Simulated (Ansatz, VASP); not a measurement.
## InSe in VASP and in Ansatz

INCAR

```
SYSTEM = InSe
PREC = Accurate
ENCUT = 520
EDIFF = 1E-8
ISMEAR = -1
SIGMA = 0.01
LREAL = .FALSE.
LASPH = .TRUE.
NELM = 100
ALGO = Normal
ISIF = 2
LWAVE = .FALSE.
LCHARG = .FALSE.
GGA = PE
LEFG = .TRUE.
NBANDS = 27
```

The input KPOINTS:

```
regular mesh
0
G
  7 7 7
  0 0 0
```

File POSCAR:

```
InSe
1.0
    1.9999996503      1.1547003365      8.0671699000
   -1.9999996503      1.1547003365      8.0671699000
    0.0000000000     -2.3094006730      8.0671699000
In Se
2 2
Direct
    0.0000000000      0.0000000000      0.0000000000
    0.1122000000      0.1122000000      0.1122000000
    0.6155000000      0.6155000000      0.6155000000
    0.8300000000      0.8300000000      0.8300000000
```

Input for Ansatz:

```yaml
crystal:
  lattice:
    - [1.9999996503, 1.1547003365, 8.0671699]
    - [-1.9999996503, 1.1547003365, 8.0671699]
    - [0.0, -2.309400673, 8.0671699]
  atoms:
    - { symbol: In, position: [0.0, 0.0, 0.0] }
    - { symbol: In, position: [0.1122, 0.1122, 0.1122] }
    - { symbol: Se, position: [0.6155, 0.6155, 0.6155] }
    - { symbol: Se, position: [0.83, 0.83, 0.83] }
kpoints:
  mp_grid: { grid: [7, 7, 7] }
scf:
  occupations: { method: fermi_dirac, width: 0.01 }
hamiltonian:
  xc: pbe
  pseudopotentials: { kind: all_electron, datasets: crystal }
output:
  forces: true
  stress: true
  eigenvalues: true
  efg: { contact_densities: true }
```

Change from the starting cell: zz strain of -3 %, crystal datasets.

Alike in both runs: task electric field gradients; functional PBE; k mesh 7 × 7 × 7; occupations fermi-dirac, width 0.01 eV; no spin polarisation.

```csv
,VASP,Ansatz
version,VASP 6.6.1,Ansatz 0.2.0
potentials or method,"VASP PAW PBE potentials, release 64 (In_d, Se), cutoff 520 eV","all-electron PAW with datasets made for the crystal, scalar-relativistic"
```

Ansatz gave:

| Property | Result |
| --- | --- |
| gap on the k mesh at the Fermi level (eV) | 0.71 |
| pressure (GPa) | 4.7 |
| traceless stress, the component that is largest in VASP (GPa) | 0.94 |
| rms of the force components (eV/Å) | 0.160 |
| size of Vzz on the site where it differs most (V/Å²) | 83.6 |

Problem. What did VASP give for the same quantities?

Solution. gap on the k mesh at the Fermi level (eV): 0.70; pressure (GPa): 4.8; traceless stress, the component that is largest in VASP (GPa): 0.94; rms of the force components (eV/Å): 0.166; size of Vzz on the site where it differs most (V/Å²): 80.0.

Atom by atom the forces differ by 0.009 eV/Å (rms over components). Ansatz ran all-electron here, and VASP with PAW potentials.
